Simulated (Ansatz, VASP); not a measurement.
**CaSe: VASP beside Ansatz**

Contents of INCAR:

```
  ALGO = Normal
  EDIFF = 1E-8
  ENCUT = 520
  GGA = PE
  ISIF = 2
  ISMEAR = -1
  LASPH = T
  LCHARG = F
  LEFG = T
  LREAL = F
  LWAVE = F
  NBANDS = 15
  NELM = 100
  PREC = Accurate
  SIGMA = 0.02
```

The input KPOINTS:

```
k-points
0
Gamma
  5 5 5
```

Contents of POSCAR:

```
CaSe
1.0
    0.0000000000      2.9560000000      2.9560000000
    2.9560000000      0.0000000000      2.9560000000
    2.9560000000      2.9560000000      0.0000000000
Ca Se
1 1
Direct
    0.0000000000      0.0000000000      0.0000000000
    0.5000000000      0.5000000000      0.5000000000
```

Input for Ansatz:

```yaml
crystal:
  lattice:
    - [0.0, 2.956, 2.956]
    - [2.956, 0.0, 2.956]
    - [2.956, 2.956, 0.0]
  atoms:
    - { symbol: Ca, position: [0.0, 0.0, 0.0] }
    - { symbol: Se, position: [0.5, 0.5, 0.5] }
kpoints:
  mp_grid: { grid: [5, 5, 5] }
scf:
  occupations: { method: fermi_dirac, width: 0.02 }
hamiltonian:
  xc: pbe
  pseudopotentials: { kind: paw }
output:
  forces: true
  stress: true
  eigenvalues: true
  efg: { contact_densities: true }
```

Alike in both runs: task electric field gradients; functional PBE; k mesh 5 × 5 × 5; occupations fermi-dirac, width 0.02 eV; no spin polarisation.

|  | VASP | Ansatz |
| --- | --- | --- |
| version | VASP 6.6.1 | Ansatz 0.2.0 |
| potentials or method | VASP PAW PBE potentials, release 64 (Ca_sv, Se) | PAW with Ansatz's default frozen-core files, scalar-relativistic |
| plane-wave cutoff (eV) | 520 | 420 |
| valence electrons in the cell | 16 | 26 |

```csv
,VASP,Ansatz,Ansatz less VASP
gap on the k mesh at the Fermi level (eV),2.14,2.15,+0.010
pressure (GPa),1.4,1.2,-0.18
```

VASP's potentials hold 16 valence electrons a cell and Ansatz's 26, so a difference there can come from the potentials and not from the codes.
